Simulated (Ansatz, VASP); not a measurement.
One calculation of LiH, two programs

```
Li H
1.0
     2.55072    0.00000    0.00000
     0.00000    2.55072    0.00000
     0.00000    0.00000    2.55072
Li H
1 1
Direct
  0.00000 0.00000 0.00000
  0.50000 0.50000 0.50000
```

Alike in both runs: task single point; functional r2SCAN; k mesh 8 × 8 × 8; no spin polarisation.

|  | VASP | Ansatz |
| --- | --- | --- |
| version | VASP 6.6.1 | Ansatz 0.2.0 |
| potentials or method | VASP PAW PBE potentials, release 64 (Li_sv, H) | plane waves, PAW |
| plane-wave cutoff (eV) | 520 | 500 |
| occupations | gaussian, width 0.01 eV | fixed |
| valence electrons in the cell | 4 | 4 |

Ansatz gave:

| Property | Result |
| --- | --- |
| gap on the k mesh at the Fermi level (eV) | 1.15 |

Problem. What did VASP give for the same quantities?

Solution. gap on the k mesh at the Fermi level (eV): 1.31.

VASP's potentials were made for PBE, not for r2SCAN.

Noted on VASP's run: the cutoff is short for stress, so the pressure is rough.
